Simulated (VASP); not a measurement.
A run of VASP 6.6.1 is set up as follows.

File INCAR:

```
PREC = Accurate
ENCUT = 600
EDIFF = 1E-6
ISMEAR = -1
SIGMA = 0.05
LREAL = F
LASPH = T
NELM = 100
ALGO = Normal
ISIF = 3
LWAVE = F
LCHARG = F
GGA = PS
IBRION = 2
NSW = 80
EDIFFG = -0.03
```

The input KPOINTS:

```
Automatic mesh
0
Gamma
  20 20 20
```

POSCAR

```
Os
1.0
   -1.5308673123      1.5308673123      1.5308673123
    1.5308673123     -1.5308673123      1.5308673123
    1.5308673123      1.5308673123     -1.5308673123
Os
1
Direct
    0.0000000000      0.0000000000      0.0000000000
```

Potentials or basis: VASP PAW PBE potentials, release 64 (Os).

Launch:

```sh
$ cat potpaw_PBE.64/Os/POTCAR > POTCAR
$ mpirun -np 1 vasp_std > vasp.out
```

Predict the relaxed volume.

14.38 Å³/atom.

Predict the band gap on the k mesh.

zero (bands 4 and 5 overlap by 4.66 eV).

Final structure:
```
Os
1.0
    -1.53195    1.53195    1.53195
     1.53195   -1.53195    1.53195
     1.53195    1.53195   -1.53195
Os
1
Direct
  0.00000 0.00000 0.00000
```

Caveat: the PAW data sets were made with another functional, which shifts forces and pressure a little; spin-orbit coupling is left out, which moves the levels of the heavy elements.
